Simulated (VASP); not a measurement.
# Bi (I4/mmm) in VASP: notebook

The runs below take Bi through single point, with PBE.

Program: VASP 6.6.1. These are calculated values, not measurements. Logs are shortened: lines on timing, memory, paths and dates and some standing lists are left out, and cuts for length are marked.

## Step 1: The cell of the first run

The structure is tetragonal, space group I4/mmm (No. 139). Conventional cell: a = 8.817 Å, b = 8.817 Å, c = 3.006 Å, α = 90.00°, β = 90.00°, γ = 90.00°. Within 4.0 Å of Bi (site symmetry 4/mmm) lie 2 Bi at 3.01 Å.

## Step 2: Single point, PBE (strained)

File INCAR:

```
ALGO = Normal
EDIFF = 1E-7
ENCUT = 520
GGA = PE
ISIF = 2
ISMEAR = 0
LASPH = True
LCHARG = False
LREAL = False
LWAVE = False
NBANDS = 14
NELM = 100
PREC = Accurate
SIGMA = 0.1
```

File KPOINTS:

```
k-points
0
Gamma
  16 16 16
```

File POSCAR:

```
Bi
1.0
   -4.4085800362      4.4085800362      1.5027931764
    4.4085800362     -4.4085800362      1.5027931764
    4.4085800362      4.4085800362     -1.5027931764
Bi
1
Direct
    0.0000000000      0.0000000000      0.0000000000
```

Potentials or basis: VASP PAW PBE potentials, release 64 (Bi_d).

Launch:

```sh
cat potpaw_PBE.64/Bi_d/POTCAR > POTCAR
mpirun -np 1 vasp_std > vasp.out
```

OUTCAR:

```text
EDIFF = 1E-7
   ENCUT = 520
   GGA = PE
   ISIF = 2
   ISMEAR = 0
   LASPH = True
   LREAL = False
   NELM = 100
   PREC = Accurate

 ion  position               nearest neighbor table
   1  0.000  0.000  0.000-

  LATTYP: Found a body centered tetragonal cell.
 ALAT       =     8.8171600724
 C/A-ratio  =     0.3408791865

  Lattice vectors:

 A1 = (  -4.4085800362,   4.4085800362,   1.5027931764)
 A2 = (   4.4085800362,  -4.4085800362,   1.5027931764)
 A3 = (   4.4085800362,   4.4085800362,  -1.5027931764)

Analysis of symmetry for initial positions (statically):
=====================================================================
 Subroutine PRICEL returns:
 Original cell was already a primitive cell.

 Routine SETGRP: Setting up the symmetry group for a
 body centered tetragonal supercell.

 Subroutine GETGRP returns: Found 16 space group operations
 (whereof 16 operations were pure point group operations)
 out of a pool of 16 trial point group operations.

The static configuration has the point symmetry D_4h.

Analysis of symmetry for dynamics (positions and initial velocities):
=====================================================================
 Subroutine PRICEL returns:
 Original cell was already a primitive cell.

 Routine SETGRP: Setting up the symmetry group for a
 body centered tetragonal supercell.

 Subroutine GETGRP returns: Found 16 space group operations
 (whereof 16 operations were pure point group operations)
 out of a pool of 16 trial point group operations.

The dynamic configuration has the point symmetry D_4h.

 Subroutine INISYM returns: Found 16 space group operations
 (whereof 16 operations are pure point group operations),
 and found     1 'primitive' translations

----------------------------------------------------------------------------------------

                                     Primitive cell

  volume of cell :     116.8306

  direct lattice vectors                    reciprocal lattice vectors
    -4.408580036  4.408580036  1.502793176     0.000000000  0.113415203  0.332713781
     4.408580036 -4.408580036  1.502793176     0.113415203  0.000000000  0.332713781
     4.408580036  4.408580036 -1.502793176     0.113415203  0.113415203  0.000000000

  length of vectors
     6.413231884  6.413231884  6.413231884     0.351513113  0.351513113  0.160393318

  position of ions in fractional coordinates (direct lattice)
[... 77 lines left out ...]
   EDIFF  = 0.1E-06   stopping-criterion for ELM
   LREAL  =      F    real-space projection
   EDIFFG = 0.1E-05   stopping-criterion for IOM
   NSW    =      0    number of steps for IOM
   IBRION =     -1    ionic relax: 0-MD 1-quasi-New 2-CG
   NFREE  =      0    steps in history (QN), initial steepest desc. (CG)
   ISIF   =      2    stress and relaxation
   ISYM   =      2    0-nonsym 1-usesym 2-fastsym
   POTIM  = 0.5000    time-step for ionic-motion
   TEBEG  =    0.0;   TEEND  =   0.0 temperature during run
   PSTRESS=    0.0 pullay stress
   NELECT =      15.0000    total number of electrons
   NUPDOWN=      -1.0000    fix difference up-down
   EMIN   =  10.00;   EMAX   =-10.00  energy-range for DOS
   EFERMI =   0.00;   METHOD = LEGACY
   ISMEAR =     0;   SIGMA  =   0.10  broadening in eV -4-tet -1-fermi 0-gaus
   EFERMI_NEDOS =   21; number of points for ismear=-14 and -15
   IALGO  =     38    algorithm
   IMIX   =      4    mixing-type and parameters
     AMIX     =   0.40;   BMIX     =  1.00
     AMIX_MAG =   1.60;   BMIX_MAG =  1.00
  volume/ion in A,a.u.               =     116.83       788.41
  Fermi-wavevector in a.u.,A,eV,Ry     =   0.825885  1.560697  9.280349  0.682086
  Thomas-Fermi vector in A             =   1.937821
   LORBIT       =      0    0 simple, 1 ext, 2 COOP (PROOUT), +10 PAW based schemes
   GGA     = PE    functional components
   LHFCALC =     F    Hartree Fock is set to
   AEXX    =    0.0000 exact exchange contribution
   IVDW    =     0    specifies the selected vdW correction
   LEPSILON=     F    determine dielectric tensor
   LRPA    =     F    only Hartree local field effects (RPA)
 non-spin polarized calculation
 Gauss-broadening in eV      SIGMA  =   0.10
  energy-cutoff  :      520.00
  volume of cell :      116.83
 maximum number of plane-waves:      3198
   NGX = 23   NGY = 23   NGZ = 23

 number of electron      14.9999992 magnetization

 Free energy of the ion-electron system (eV)
  ---------------------------------------------------
  ext. energy  EPLUGINS =         0.00000000
  ---------------------------------------------------
  free energy    TOTEN  =        -2.74509606 eV

  energy without entropy =       -2.73886481  energy(sigma->0) =       -2.74198044

 E-fermi :  -1.4834     XC(G=0):  -4.5699

 val. band max:       -1.4836655413   @ k =  -0.3125   0.0625  -0.0000
 cond. band min:      -1.4777120017   @ k =  -0.3750   0.1250   0.0000
 fundamental gap:      0.0059535396
 Fermi energy:        -1.4833627373

 k-point     1 :       0.0000    0.0000    0.0000
  band No.  band energies     occupation
      1     -24.1602      2.00000
      2     -23.8984      2.00000
      3     -23.8984      2.00000
      4     -23.7411      2.00000
      5     -23.7411      2.00000
      6     -12.6960      2.00000
      7      -2.5104      2.00000
      8      -2.5104      2.00000
      9       1.4785      0.00000
     10       3.2892      0.00000
     11       5.6706      0.00000
     12       6.1107      0.00000
     13       6.2614      0.00000
     14       6.2614      0.00000
[... 377 lines left out ...]
      1     -24.1602      2.00000
      2     -23.8984      2.00000
      3     -23.8984      2.00000
      4     -23.7411      2.00000
      5     -23.7411      2.00000
      6     -12.6958      2.00000
      7      -2.5234      2.00000
      8      -2.5093      2.00000
      9       1.5121      0.00000
     10       3.3102      0.00000
     11       5.5060      0.00000
     12       6.0970      0.00000
     13       6.1103      0.00000
     14       6.4646      0.00000

 [... further k-points ...]
[... 5 lines left out ...]
  --------------------------------------------------------------------------------------
  -------------------------------------------------------------------------------------
  Total       -0.0763843     -0.0763843     -1.6847633      0.0000000      0.0000000      0.0000000
  in kB       -1.0475092     -1.0475092    -23.1042998      0.0000000      0.0000000      0.0000000
  external PRESSURE =      -8.3997728 kB  Pullay stress =       0.0000000 kB

 VOLUME and BASIS-vectors are now :
 -----------------------------------------------------------------------------
  energy-cutoff  :      520.00
  volume of cell :      116.83
      direct lattice vectors                 reciprocal lattice vectors
    -4.408580036  4.408580036  1.502793176     0.000000000  0.113415203  0.332713781
     4.408580036 -4.408580036  1.502793176     0.113415203  0.000000000  0.332713781
     4.408580036  4.408580036 -1.502793176     0.113415203  0.113415203  0.000000000

 POSITION                                       TOTAL-FORCE (eV/Angst)
 -----------------------------------------------------------------------------------
      0.00000      0.00000      0.00000         0.000000      0.000000      0.000000
 -----------------------------------------------------------------------------------
    total drift:                               -0.000000      0.000000      0.000000

  FREE ENERGIE OF THE ION-ELECTRON SYSTEM (eV)
  ---------------------------------------------------
  free  energy   TOTEN  =        -2.7450960582 eV

  energy  without entropy=       -2.7388648140  energy(sigma->0) =       -2.74198044
```

stdout:

```text
POSCAR found type information on POSCAR Bi
 POSCAR found :  1 types and       1 ions
 scaLAPACK will be used
 LDA part: xc-table for (Slater+PW92), standard interpolation
 POSCAR, INCAR and KPOINTS ok, starting setup
 FFT: planning ... GRIDC
 FFT: planning ... GRID_SOFT
 FFT: planning ... GRID
 WAVECAR not read
 entering main loop
```

It took 13 min on 1 thread of AMD EPYC 7R43 (Zen 3), shared host; peak memory 0.66 GiB.

What came out:

```yaml
Free_energy: -2.7451 eV
Pressure: -0.8 GPa
```

Levels at points of the mesh, in eV from the Fermi level:
| k point | band 5 | band 6 | band 7 | band 8 | band 9 | band 10 | band 11 | band 12 |
| --- | --- | --- | --- | --- | --- | --- | --- | --- |
| (0.00, 0.00, 0.00) | -22.26 | -11.21 | -1.03 | -1.03 | 2.96 | 4.77 | 7.15 | 7.59 |
| (0.50, 0.00, 0.00) | -22.10 | -8.33 | -3.16 | 1.66 | 1.66 | 5.98 | 6.17 | 7.94 |
| (0.50, 0.50, 0.00) | -22.26 | -11.21 | -1.33 | -1.00 | 3.96 | 5.04 | 5.84 | 7.44 |
| (0.50, 0.50, 0.50) | -22.26 | -11.20 | -1.28 | -1.28 | 4.10 | 6.38 | 6.38 | 6.75 |

Caveat: the cell differs from its parent crystal (strained); spin-orbit coupling is left out, which moves the levels of the heavy elements.

## Step 3: Single point, PBE (strained)

File INCAR:

```
SYSTEM = Bi
PREC = Accurate
ENCUT = 520
EDIFF = 1E-6
ISMEAR = 0
SIGMA = 0.1
LREAL = .FALSE.
LASPH = .TRUE.
NELM = 100
ALGO = Normal
ISIF = 2
LWAVE = .FALSE.
LCHARG = .FALSE.
GGA = PE
NBANDS = 14
```

File KPOINTS:

```
Automatic mesh
0
G
  16 16 16
  0 0 0
```

File POSCAR:

```
Bi
1.0
   -4.2935002977      4.2935002977      1.3997496514
    4.2935002977     -4.2935002977      1.3997496514
    4.2935002977      4.2935002977     -1.3997496514
Bi
1
Direct
    0.0000000000      0.0000000000      0.0000000000
```

Potentials or basis: VASP PAW PBE potentials, release 64 (Bi_d).

Launch:

```sh
cat potpaw_PBE.64/Bi_d/POTCAR > POTCAR
mpirun -np 1 vasp_std > vasp.out
```

Wall time 17 min (1 thread of AMD EPYC 7R43 (Zen 3), shared host); peak memory 0.61 GiB.

It converged, with:

```
Free energy : -2.7448 eV
Pressure    : 0.9 GPa
```

Stress tensor (GPa, compression positive):
```
-0.03  0.00  0.00
 0.00 -0.03  0.00
 0.00  0.00  2.65
```

Levels at points of the mesh, in eV from the Fermi level:
```csv
k point,band 6,band 7,band 8,band 9,band 10,band 11
"(0.00, 0.00, 0.00)",-11.96,-1.55,-1.55,2.71,4.54,7.04
"(0.50, 0.00, 0.00)",-7.88,-3.97,1.96,1.97,6.14,6.32
"(0.50, 0.50, 0.00)",-11.96,-1.88,-1.52,3.75,4.88,5.67
"(0.50, 0.50, 0.50)",-11.95,-1.83,-1.83,3.84,6.31,6.31
```

Caveat: the cell differs from its parent crystal (strained); spin-orbit coupling is left out, which moves the levels of the heavy elements.

## Step 4: Single point, PBE (strained)

File INCAR:

```
  ALGO = Normal
  EDIFF = 1E-7
  ENCUT = 520
  GGA = PE
  ISIF = 2
  ISMEAR = 0
  LASPH = T
  LCHARG = F
  LREAL = F
  LWAVE = F
  NBANDS = 14
  NELM = 100
  PREC = Accurate
  SIGMA = 0.1
```

File KPOINTS:

```
k-points
0
Gamma
  16 16 16
```

File POSCAR:

```
Bi
1.0
   -4.2759594719      4.2759594719      1.5226064878
    4.2759594719     -4.2759594719      1.5226064878
    4.2759594719      4.2759594719     -1.5226064878
Bi
1
Direct
    0.0000000000      0.0000000000      0.0000000000
```

Launch:

```sh
cat potpaw_PBE.64/Bi_d/POTCAR > POTCAR
mpirun -np 1 vasp_std > vasp.out
```

Run time: 22 min. Hardware: 1 thread of AMD EPYC 7R43 (Zen 3), shared host; peak memory 0.65 GiB.

Results (log left out):

- Free energy: -2.7231 eV
- Pressure: -1.2 GPa

Stress tensor (GPa, compression positive):
```
-0.12  0.00  0.00
 0.00 -0.12  0.00
 0.00  0.00 -3.33
```

Levels at points of the mesh, in eV from the Fermi level:
| k point | band 5 | band 6 | band 7 | band 8 | band 9 | band 10 | band 11 | band 12 |
| --- | --- | --- | --- | --- | --- | --- | --- | --- |
| (0.00, 0.00, 0.00) | -22.32 | -11.17 | -0.97 | -0.97 | 2.93 | 4.79 | 7.20 | 7.39 |
| (0.50, 0.00, 0.00) | -22.18 | -8.47 | -3.10 | 1.54 | 1.55 | 5.86 | 6.09 | 7.91 |
| (0.50, 0.50, 0.00) | -22.32 | -11.16 | -1.35 | -0.93 | 4.00 | 5.17 | 5.95 | 7.19 |
| (0.50, 0.50, 0.50) | -22.32 | -11.15 | -1.28 | -1.28 | 4.06 | 6.65 | 6.65 | 7.13 |

Caveat: the cell differs from its parent crystal (strained); spin-orbit coupling is left out, which moves the levels of the heavy elements.

## Step 5: Overview

| cell | gap on the mesh (eV) | pressure (GPa) |
| --- | --- | --- |
| a = 6.413 Å, angles 93.1, 93.1, 152.9°, 1 atom | none | -0.8 |
| a = 6.231 Å, angles 92.9, 92.9, 154.0°, 1 atom | none | 0.9 |
| a = 6.236 Å, angles 93.4, 93.4, 151.7°, 1 atom | none | -1.2 |

Alike in all rows: task single point; level PBE; potentials or basis VASP PAW PBE potentials, release 64 (Bi_d); no spin polarisation; k mesh 16 × 16 × 16; cutoff (eV) 520; smearing gaussian 0.1 eV.

Caveats: spin-orbit coupling is left out, which moves the levels of the heavy elements.

Total energies depend on the potentials used, so only differences within one code and one set of settings carry meaning.
